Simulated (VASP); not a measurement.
**Be3AgS4: single point with PBE**

The system is Be3AgS4.

```
Be Ag S
1.0
     4.84723    0.00000    0.00000
     0.00000    4.84723    0.00000
     0.00000    0.00000    4.84723
Be Ag S
3 1 4
Direct
  0.00000 0.50000 0.50000
  0.50000 0.00000 0.50000
  0.50000 0.50000 0.00000
  0.50000 0.50000 0.50000
  0.50000 0.00000 0.00000
  0.00000 0.50000 0.00000
  0.00000 0.00000 0.50000
  0.00000 0.00000 0.00000
```

```yaml
Program: VASP 6.6.1
Task: single point
Functional: PBE
Potentials_or_basis: VASP PAW PBE potentials, release 64 (Be, Ag, S)
Cutoff: 520 eV
k_mesh: 4 × 4 × 4
Occupations: gaussian, width 0.1 eV
Spin: no spin polarisation
```

The pressure is -0.1 GPa.

Levels at points of the mesh, in eV from the Fermi level:
```csv
k point,band 17,band 18,band 19,band 20,band 21,band 22,band 23,band 24
"(0.00, 0.00, 0.00)",-4.71,-4.71,-3.94,0.69,0.69,1.81,1.81,1.81
"(0.50, 0.00, 0.00)",-3.91,-3.65,-3.44,-1.30,-0.05,0.60,0.60,3.00
"(0.50, 0.50, 0.00)",-3.38,-3.38,-2.56,-2.48,-1.92,-0.75,1.77,1.77
"(0.50, 0.50, 0.50)",-3.41,-3.41,-2.65,-2.65,-2.65,-1.74,2.34,2.34
```

Wall time 31 s on 1 thread of Oxide Virtual Turin-like Processor, with other jobs on the host, peak memory 0.17 GiB.
